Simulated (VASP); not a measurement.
# Ga2O3 (P1) in VASP: single point with PBE

Aim: the single point of Ga2O3 with PBE.

Program: VASP 6.6.1. These are calculated values, not measurements. Logs are shortened: lines on timing, memory, paths and dates and some standing lists are left out, and cuts for length are marked.

## (1) The cell of the first run

The typed cell holds 10 atoms: a = 5.282 Å, b = 5.069 Å, c = 5.559 Å, α = 62.66°, β = 59.82°, γ = 57.09°.

## (2) Single point, PBE

File INCAR:

```
PREC = Accurate ; ENCUT = 520
EDIFF = 1E-6 ; ISMEAR = -1
SIGMA = 0.05 ; LREAL = False
LASPH = True ; NELM = 60
ALGO = Normal ; ISIF = 2
LWAVE = False ; LCHARG = True
GGA = PE ; LELF = True
LVHAR = True ; NBANDS = 55
```

File KPOINTS:

```
Automatic mesh
0
Gamma
  4 4 4
```

File POSCAR:

```
Ga2O3
1.0
    2.5879344300      1.4654706900      4.3651750000
   -2.3591855900      1.5418598700      4.2133677300
    0.1805294000     -3.3803639000      4.4090976800
Ga O
4 6
Direct
    0.3249716100      0.3703114500      0.3519828200
    0.1472539800      0.1444032200      0.1397379000
    0.6408440500      0.6581364900      0.6333663000
    0.8465612600      0.8593385000      0.8563770900
    0.5572311100      0.9595837400      0.2478168800
    0.2492532400      0.5542121100      0.9476260700
    0.9584709700      0.2475453700      0.5499700200
    0.4495668700      0.0408968600      0.7539059100
    0.7462856700      0.4362255500      0.0805447400
    0.0795612400      0.7293467100      0.4386722800
```

Potentials or basis: VASP PAW PBE potentials, release 64 (Ga_d, O).

On the command line:

```console
$ cat potpaw_PBE.64/Ga_d/POTCAR potpaw_PBE.64/O/POTCAR > POTCAR
$ mpirun -np 1 vasp_std > vasp.out
```

OUTCAR:

```text
PREC = Accurate
   ENCUT = 520
   EDIFF = 1E-6
   ISMEAR = -1
   LREAL = False
   LASPH = True
   NELM = 60
   ISIF = 2
   GGA = PE

 ion  position               nearest neighbor table
   1  0.325  0.370  0.352-  10 1.68   5 1.95   7 1.97   9 2.08   6 2.16   8 2.25   2 2.67   3 2.88

   2  0.147  0.144  0.140-   9 1.91   8 2.03  10 2.08   6 2.08   5 2.12   7 2.17   1 2.67
   3  0.641  0.658  0.633-   8 1.90   7 1.92   6 2.08   5 2.08  10 2.17   9 2.43   4 2.73   1 2.88

   4  0.847  0.859  0.856-   6 1.99   5 2.04   8 2.05   7 2.07   9 2.13  10 2.23   3 2.73
   5  0.557  0.960  0.248-   1 1.95   4 2.04   3 2.08   2 2.12
   6  0.249  0.554  0.948-   4 1.99   3 2.08   2 2.08   1 2.16
   7  0.958  0.248  0.550-   3 1.92   1 1.97   4 2.07   2 2.17
   8  0.450  0.041  0.754-   3 1.90   2 2.03   4 2.05   1 2.25
   9  0.746  0.436  0.081-   2 1.91   1 2.08   4 2.13   3 2.43
  10  0.080  0.729  0.439-   1 1.68   2 2.08   3 2.17   4 2.23

  Warning from LATTYP: Got some problem with cell dimensions!
  Tried to take original basis but could not verify dimensions!
  LATTYP: Found a triclinic cell.
 ALAT       =     9.0088629699
 B/A-ratio  =     0.6152018679
 C/A-ratio  =     0.5863140023
 COS(alpha) =     0.0072977328
 COS(beta)  =     0.2851144957
 COS(gamma) =     0.8749677593

  Lattice vectors:

 A1 = (  -7.4868350100,   4.9986129500,  -0.3475372200)
 A2 = (  -2.5397149900,   4.9222237700,  -0.1957299500)
 A3 = (  -2.5879344300,  -1.4654706900,  -4.3651750000)

Analysis of symmetry for initial positions (statically):
=====================================================================
 Subroutine PRICEL returns:
 Original cell was already a primitive cell.

 Routine SETGRP: Setting up the symmetry group for a
 triclinic supercell.

 Subroutine GETGRP returns: Found  1 space group operations
 (whereof  1 operations were pure point group operations)
 out of a pool of  2 trial point group operations.

The static configuration has the point symmetry C_1 .

Analysis of symmetry for dynamics (positions and initial velocities):
=====================================================================
 Subroutine PRICEL returns:
 Original cell was already a primitive cell.

 Routine SETGRP: Setting up the symmetry group for a
 triclinic supercell.

 Subroutine GETGRP returns: Found  1 space group operations
 (whereof  1 operations were pure point group operations)
 out of a pool of  2 trial point group operations.

The dynamic configuration has the point symmetry C_1 .
[... 112 lines left out ...]
   LASPH  =      T    aspherical Exc in radial PAW
   ENCUT  =  520.0 eV  38.22 Ry    6.18 a.u.   9.82  9.43 10.34*2*pi/ulx,y,z
   NELM   =     60;   NELMIN=  2; NELMDL= -5     # of ELM steps
   EDIFF  = 0.1E-05   stopping-criterion for ELM
   LREAL  =      F    real-space projection
   EDIFFG = 0.1E-04   stopping-criterion for IOM
   NSW    =      0    number of steps for IOM
   IBRION =     -1    ionic relax: 0-MD 1-quasi-New 2-CG
   NFREE  =      0    steps in history (QN), initial steepest desc. (CG)
   ISIF   =      2    stress and relaxation
   ISYM   =      2    0-nonsym 1-usesym 2-fastsym
   POTIM  = 0.5000    time-step for ionic-motion
   TEBEG  =    0.0;   TEEND  =   0.0 temperature during run
   PSTRESS=    0.0 pullay stress
   NELECT =      88.0000    total number of electrons
   NUPDOWN=      -1.0000    fix difference up-down
   EMIN   =  10.00;   EMAX   =-10.00  energy-range for DOS
   EFERMI =   0.00;   METHOD = LEGACY
   ISMEAR =    -1;   SIGMA  =   0.05  broadening in eV -4-tet -1-fermi 0-gaus
   EFERMI_NEDOS =   21; number of points for ismear=-14 and -15
   IALGO  =     38    algorithm
   IMIX   =      4    mixing-type and parameters
     AMIX     =   0.40;   BMIX     =  1.00
     AMIX_MAG =   1.60;   BMIX_MAG =  1.00
  volume/ion in A,a.u.               =      10.44        70.46
  Fermi-wavevector in a.u.,A,eV,Ry     =   1.546411  2.922293 32.536790  2.391387
  Thomas-Fermi vector in A             =   2.651651
   LORBIT       =      0    0 simple, 1 ext, 2 COOP (PROOUT), +10 PAW based schemes
   GGA     = PE    functional components
[... 5 lines left out ...]
 non-spin polarized calculation
  energy-cutoff  :      520.00
  volume of cell :      104.41
 maximum number of plane-waves:      2830
   NGX = 19   NGY = 19   NGZ = 21

 number of electron      87.9999998 magnetization

 Free energy of the ion-electron system (eV)
  ---------------------------------------------------
  ext. energy  EPLUGINS =         0.00000000
  ---------------------------------------------------
  free energy    TOTEN  =       -57.49123790 eV

  energy without entropy =      -57.49123786  energy(sigma->0) =      -57.49123788

 E-fermi :   4.9222     XC(G=0): -11.7524

 val. band max:        4.1363681075   @ k =   0.2500   0.0000  -0.0000
 cond. band min:       5.6149600978   @ k =   0.0000   0.0000   0.0000
 fundamental gap:      1.4785919903
 Fermi energy:         4.9221512938

 k-point     1 :       0.0000    0.0000    0.0000
  band No.  band energies     occupation
      1     -14.9176      2.00000
      2     -13.5276      2.00000
      3     -13.2335      2.00000
      4     -13.1205      2.00000
      5     -12.7655      2.00000
      6     -12.2899      2.00000
[... 1381 lines left out ...]
     54      14.8375      0.00000
     55      15.2370      0.00000

 [... further k-points ...]
[... 5 lines left out ...]
  --------------------------------------------------------------------------------------
  -------------------------------------------------------------------------------------
  Total        4.3958512    -13.3575369      9.0014400      2.0890656      2.2009608     -5.9976036
  in kB       67.4560777   -204.9766941    138.1306615     32.0575394     33.7746156    -92.0356019
  external PRESSURE =       0.2033484 kB  Pullay stress =       0.0000000 kB

 VOLUME and BASIS-vectors are now :
 -----------------------------------------------------------------------------
  energy-cutoff  :      520.00
  volume of cell :      104.41
      direct lattice vectors                 reciprocal lattice vectors
     2.587934430  1.465470690  4.365175000     0.201526605  0.106912782  0.073716360
    -2.359185590  1.541859870  4.213367730    -0.203215718  0.101739761  0.086322385
     0.180529400 -3.380363900  4.409097680    -0.005324524 -0.203071035  0.071331429

 POSITION                                       TOTAL-FORCE (eV/Angst)
 -----------------------------------------------------------------------------------
      0.03092     -0.14263      4.53074         4.537628      1.472782     -0.369714
      0.06564     -0.03392      1.86733        -0.074798     -0.442963     -0.827584
      0.22014     -0.18712      8.36294        -0.139811     -0.593398     -1.053734
      0.31811     -0.32928     11.09195         0.585034     -0.094581      0.604920
     -0.77702      1.45844      7.56814         0.070909     -0.151934     -0.497169
     -0.49136     -1.98353      7.60131        -0.377230      0.483947     -0.268667
      1.99574     -0.07281      7.65176        -0.598582     -1.026332     -0.639209
      1.20307     -1.82659      5.45880         0.163903     -0.036307      0.721270
      0.91674      1.49399      5.45078         0.099438      0.720719     -0.093282
     -1.43557     -0.24173      5.35445        -4.266491     -0.331933      2.423169
 -----------------------------------------------------------------------------------
    total drift:                               -0.000945     -0.000057     -0.000584

  FREE ENERGIE OF THE ION-ELECTRON SYSTEM (eV)
  ---------------------------------------------------
  free  energy   TOTEN  =       -57.4912379044 eV

  energy  without entropy=      -57.4912378557  energy(sigma->0) =      -57.49123788
```

It took 3.3 min on 1 thread of Intel Xeon Platinum 8375C at 2.90GHz (Ice Lake), shared host; peak memory 0.33 GiB.

Results:

| Item | Value |
| --- | --- |
| Free energy | -57.4912 eV |
| Pressure | 0.0 GPa |
| Largest force | 4.918 eV/Å |
| Band gap on the k mesh | 1.48 eV, indirect (the least direct gap lies 3.8 meV higher) |

Forces on the atoms (eV/Å):
```
Ga   4.538  1.473 -0.370
Ga  -0.075 -0.443 -0.828
Ga  -0.140 -0.593 -1.054
Ga   0.585 -0.095  0.605
O    0.071 -0.152 -0.497
O   -0.377  0.484 -0.269
O   -0.599 -1.026 -0.639
O    0.164 -0.036  0.721
O    0.099  0.721 -0.093
O   -4.266 -0.332  2.423
```

Levels at points of the mesh, in eV from the valence-band top:
```csv
k point,band 41,band 42,band 43,band 44,band 45,band 46,band 47,band 48
"(0.00, 0.00, 0.00)",-0.79,-0.52,-0.41,0.00,1.48,5.29,5.83,7.16
"(0.50, 0.00, 0.00)",-1.06,-0.93,-0.59,-0.10,4.74,4.97,5.34,6.22
"(0.00, 0.50, 0.00)",-1.19,-0.84,-0.60,-0.24,4.79,5.14,5.21,6.20
"(0.50, 0.50, 0.00)",-1.13,-0.92,-0.63,-0.25,4.78,5.24,5.73,6.71
"(0.00, 0.00, 0.50)",-1.23,-0.91,-0.38,-0.04,4.79,5.04,5.11,6.15
"(0.50, 0.00, 0.50)",-0.98,-0.77,-0.44,-0.22,4.90,5.25,6.13,6.93
"(0.00, 0.50, 0.50)",-1.01,-0.67,-0.56,-0.20,5.06,5.37,5.94,6.86
"(0.50, 0.50, 0.50)",-0.98,-0.83,-0.74,-0.54,4.29,4.72,6.12,7.12
```

Caveat: forces of over 1 eV/Å act on the atoms, so gaps and moduli don't describe the material at rest.
